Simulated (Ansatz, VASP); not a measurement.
# GaAs: VASP beside Ansatz

```
Ga As
1.0
     0.00000    2.83500    2.83500
     2.83500    0.00000    2.83500
     2.83500    2.83500    0.00000
Ga As
1 1
Cartesian
  0.0000 0.0000 0.0000
  1.4175 1.4175 1.4175
```

Alike in both runs: task single point; functional PBE; k mesh 6 × 6 × 6; occupations gaussian, width 0.1 eV; no spin polarisation.

|  | VASP | Ansatz |
| --- | --- | --- |
| version | VASP 6.6.1 | Ansatz 0.2.0 |
| potentials or method | VASP PAW PBE potentials, release 64 (Ga_d, As), cutoff 500 eV | scalar-relativistic, plane waves, PAW |
| valence electrons in the cell | 18 | 28 |

```csv
,VASP,Ansatz,Ansatz less VASP
gap on the k mesh at the Fermi level (eV),0.45,0.45,-0.002
least direct gap on the mesh (eV),0.45,0.45,-0.002
pressure (GPa),2.8,2.6,-0.15
```

VASP's potentials hold 18 valence electrons a cell and Ansatz's 28, so a difference there can come from the potentials and not from the codes.
